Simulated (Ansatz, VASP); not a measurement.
One calculation of Rh2C3, two programs

```
Rh C
1.0
     3.18880    0.00000    0.00000
    -1.59440    2.76158    0.00000
     0.00000    0.00000    5.70596
Rh C
2 3
Direct
  0.33333 0.66667 0.24716
  0.66667 0.33333 0.75284
  0.00000 0.00000 0.00000
  0.33333 0.66667 0.60407
  0.66667 0.33333 0.39593
```

Alike in both runs: functional PBE; k mesh 12 × 12 × 8; occupations gaussian, width 0.1 eV; no spin polarisation.

Ansatz relaxed the structure, and its values are those at the end. VASP's run is a single point on that final structure, the one shown.

|  | VASP | Ansatz |
| --- | --- | --- |
| version | VASP 6.6.1 | Ansatz 0.2.0 |
| potentials or method | VASP PAW PBE potentials, release 64 (Rh_pv, C), cutoff 520 eV | scalar-relativistic, plane waves, PAW |
| valence electrons in the cell | 42 | 46 |

|  | VASP | Ansatz | Ansatz less VASP |
| --- | --- | --- | --- |
| gap on the k mesh at the Fermi level (eV) | none | none | - |
| pressure (GPa) | 0.2 | 0.0 | -0.22 |
| rms of the force components (eV/Å) | 0.016 | 0.002 | -0.0140 |

A gap of «none» marks a metal or a gap that the smearing closes. VASP's potentials hold 42 valence electrons a cell and Ansatz's 46, so a difference there can come from the potentials and not from the codes.
